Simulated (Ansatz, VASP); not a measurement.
Se: VASP beside Ansatz

```xyz
3
Lattice="4.6320 0.0000 0.0000 -2.3160 4.0114 0.0000 0.0000 0.0000 3.4677" Properties=species:S:1:pos:R:3 pbc="T T T"
Se    0.0000    2.6743    1.7338
Se    0.0000    0.0000    0.0000
Se    2.3160    1.3371    1.7338
```

Alike in both runs: functional PBE; k mesh 6 × 6 × 4; occupations gaussian, width 0.1 eV; no spin polarisation.

Ansatz relaxed the structure, and its values are those at the end. VASP's run is a single point on that final structure, the one shown.

|  | VASP | Ansatz |
| --- | --- | --- |
| version | VASP 6.6.1 | Ansatz 0.2.0 |
| potentials or method | VASP PAW PBE potentials, release 64 (Se), cutoff 520 eV | scalar-relativistic, plane waves, PAW |
| valence electrons in the cell | 18 | 48 |

|  | VASP | Ansatz | Ansatz less VASP |
| --- | --- | --- | --- |
| gap on the k mesh at the Fermi level (eV) | none | none | - |
| pressure (GPa) | -0.1 | -0.1 | -0.01 |

A gap of «none» marks a metal or a gap that the smearing closes. VASP's potentials hold 18 valence electrons a cell and Ansatz's 48, so a difference there can come from the potentials and not from the codes.

The k mesh is coarse, so the values compare programs but aren't converged.
